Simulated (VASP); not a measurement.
# InSb (I-4m2) in VASP: further runs, part 2 of 2

VASP 6.6.1. Earlier steps stand in the parts before.

## Step 4: Relaxation of cell and atoms, PBE

This run uses another cell than the first one, of 28.38 Å³/atom, 1.002 times its volume.

INCAR reads:

```
SYSTEM = InSb
PREC = Accurate
ENCUT = 600
EDIFF = 1E-7
ISMEAR = 0
SIGMA = 0.1
LREAL = .False.
LASPH = .True.
NELM = 80
ALGO = Normal
ISIF = 3
LWAVE = .False.
LCHARG = .False.
GGA = PE
IBRION = 2
NSW = 100
EDIFFG = -0.005
```

KPOINTS reads:

```
regular mesh
0
Gamma
  14 14 14
  0 0 0
```

POSCAR reads:

```
InSb
1.0
   -2.9447400000      2.9447400000      1.6363770000
    2.9447400000     -2.9447400000      1.6363770000
    2.9447400000      2.9447400000     -1.6363770000
In Sb
1 1
Direct
    0.2500000000      0.7500000000      0.5000000000
    0.0000000000      0.0000000000      0.0000000000
```

Potentials or basis: VASP PAW PBE potentials, release 64 (In_d, Sb).

Started as:

```sh
cat potpaw_PBE.64/In_d/POTCAR potpaw_PBE.64/Sb/POTCAR > POTCAR
mpirun -np 1 vasp_std > vasp.out
```

OUTCAR:

```text
SYSTEM = InSb
   PREC = Accurate
   ENCUT = 600
   EDIFF = 1E-7
   ISMEAR = 0
   LREAL = .False.
   LASPH = .True.
   NELM = 80
   ISIF = 3
   GGA = PE
   IBRION = 2
   NSW = 100
   EDIFFG = -0.005

 ion  position               nearest neighbor table
   1  0.250  0.750  0.500-   2 3.06   2 3.06   2 3.06   2 3.06   2 3.83   2 3.83   2 3.83   2 3.83

   2  0.000  0.000  0.000-   1 3.06   1 3.06   1 3.06   1 3.06   1 3.83   1 3.83   1 3.83   1 3.83

  LATTYP: Found a body centered tetragonal cell.
 ALAT       =     5.8894800000
 C/A-ratio  =     0.5556949001

  Lattice vectors:

 A1 = (  -2.9447400000,   2.9447400000,   1.6363770000)
 A2 = (   2.9447400000,  -2.9447400000,   1.6363770000)
 A3 = (   2.9447400000,   2.9447400000,  -1.6363770000)

[... 368 lines left out ...]
 cond. band min:       7.0821201529   @ k =  -0.1429  -0.2143   0.0714
 fundamental gap:      0.0171936819
 Fermi energy:         7.0811272040

 k-point     1 :       0.0000    0.0000    0.0000
  band No.  band energies     occupation
      1      -7.6720      2.00000
      2      -7.4458      2.00000
      3      -7.4421      2.00000
      4      -7.3609      2.00000
      5      -7.3609      2.00000
      6      -4.1740      2.00000
      7       3.7883      2.00000
      8       5.0797      2.00000
      9       5.0797      2.00000
     10      10.3707      0.00000
     11      11.6315      0.00000
     12      13.4406      0.00000
     13      13.4406      0.00000
[... 354 lines left out ...]
  band No.  band energies     occupation
      1      -7.5168      2.00000
      2      -7.5098      2.00000
      3      -7.4524      2.00000
      4      -7.3983      2.00000
      5      -7.3055      2.00000
      6      -1.5001      2.00000
      7       2.9766      2.00000
      8       4.6686      2.00000
      9       5.7238      2.00000
     10       7.2539      0.01457
     11       8.8202      0.00000
     12      10.2827      0.00000
     13      11.4529      0.00000

 [... further k-points ...]
[... 5 lines left out ...]
  --------------------------------------------------------------------------------------
  -------------------------------------------------------------------------------------
  Total       -0.0089770     -0.0089770     -0.0043019      0.0000000     -0.0000000      0.0000000
  in kB       -0.2538615     -0.2538615     -0.1216527      0.0000000     -0.0000000      0.0000000
  external PRESSURE =      -0.2097919 kB  Pullay stress =       0.0000000 kB
[... 17 lines left out ...]
  FREE ENERGIE OF THE ION-ELECTRON SYSTEM (eV)
  ---------------------------------------------------
  free  energy   TOTEN  =        -6.6955404771 eV

  energy  without entropy=       -6.6904266330  energy(sigma->0) =       -6.69298356

 reached required accuracy - stopping structural energy minimisation
```

OSZICAR:

```text
N       E                     dE             d eps       ncg     rms          rms(c)
DAV:   1     0.110460731334E+03    0.11046E+03   -0.90191E+03  6354   0.162E+03
[... 48 lines left out ...]
DAV:   1    -0.669598609000E+01   -0.45288E-03   -0.11851E-02  7954   0.210E+00    0.127E-01
DAV:   2    -0.669561083192E+01    0.37526E-03   -0.85727E-04  7659   0.613E-01    0.471E-02
DAV:   3    -0.669554692569E+01    0.63906E-04   -0.19606E-04  8394   0.270E-01    0.206E-02
DAV:   4    -0.669554391532E+01    0.30104E-05   -0.51769E-06  6464   0.230E-02    0.125E-02
DAV:   5    -0.669554124799E+01    0.26673E-05   -0.11406E-06  7485   0.105E-02    0.500E-03
DAV:   6    -0.669554045952E+01    0.78847E-06   -0.25689E-07  6792   0.480E-03    0.978E-04
DAV:   7    -0.669554047706E+01   -0.17536E-07   -0.14656E-08  3232   0.165E-03
   6 F= -.66955405E+01 E0= -.66929836E+01  d E =-.720661E-05
```

It took 28 min on 1 thread of AMD EPYC 7R13, shared host; peak memory 0.38 GiB.

What came out:

| Quantity | Value |
| --- | --- |
| Free energy | -6.6955 eV |
| Relaxed volume | 28.33 Å³/atom |
| Relaxed cell | a = 4.487 Å, b = 4.487 Å, c = 4.487 Å, α = 97.47°, β = 97.47°, γ = 137.74° |
| Space group after relaxing (to 0.05 Å) | I-4m2 (No. 119) |
| Energy gained by relaxing | 0.9 meV/atom |
| Ionic steps | 6 |
| Pressure after relaxing | 0.0 GPa |
| Band gap on the k mesh | zero (band 9 reaches 8.72 eV, above the bottom of band 10 at 4.75 eV) |

Step by step:
| step | energy change (eV) | largest force (eV/Å) | pressure (GPa) | volume (Å³) |
| --- | --- | --- | --- | --- |
| 1 | 0.0000 | 0.0000 | -0.06 | 56.76 |
| 2 | -0.0012 | 0.0000 | -0.01 | 56.67 |
| 3 | -0.0017 | 0.0000 | 0.04 | 56.58 |
| 4 | -0.0017 | 0.0000 | 0.05 | 56.57 |
| 5 | -0.0017 | 0.0000 | 0.05 | 56.56 |
| 6 | -0.0017 | 0.0000 | -0.02 | 56.66 |

Final structure:
```xyz
2
Lattice="-2.9594 2.9594 1.6173 2.9594 -2.9594 1.6173 2.9594 2.9594 -1.6173" Properties=species:S:1:pos:R:3 pbc="T T T"
In    2.9594    0.0000    0.8086
Sb    2.9594   -2.9594    1.6173
```

Levels at points of the mesh, in eV from the Fermi level:
| k point | band 7 | band 8 | band 9 | band 10 | band 11 | band 12 |
| --- | --- | --- | --- | --- | --- | --- |
| (0.00, 0.00, 0.00) | -3.29 | -2.00 | -2.00 | 3.29 | 4.55 | 6.36 |
| (0.50, 0.00, 0.00) | -4.85 | -2.16 | -1.23 | -1.18 | 2.54 | 2.92 |
| (0.50, 0.50, 0.00) | -7.30 | -0.40 | 1.64 | 1.79 | 1.83 | 4.10 |
| (0.50, 0.50, 0.50) | -5.40 | -4.54 | -4.54 | 3.59 | 5.68 | 8.86 |

Caveat: spin-orbit coupling is left out, which moves the levels of the heavy elements.

## Step 5: Overview

```tsv
task	cell	k mesh	cutoff (eV)	smearing	gap on the mesh (eV)	pressure (GPa)
single point	a = 4.485 Å, angles 97.5, 97.5, 137.7°, 2 atoms	14 × 14 × 14	520	gaussian 0.1 eV	none	0.0
single point	a = 4.485 Å, angles 97.5, 97.5, 137.7°, 2 atoms	16 × 16 × 16	520	gaussian 0.15 eV	none	0.0
relaxation of cell and atoms	relaxed from a = 4.474 Å, angles 97.7, 97.7, 137.1°, 2 atoms	14 × 14 × 14	600	gaussian 0.1 eV	none	0.0
```

Alike in all rows: level PBE; potentials or basis VASP PAW PBE potentials, release 64 (In_d, Sb); no spin polarisation.

Caveats: spin-orbit coupling is left out, which moves the levels of the heavy elements.

Absolute energies hang on the potentials; compare differences alone.
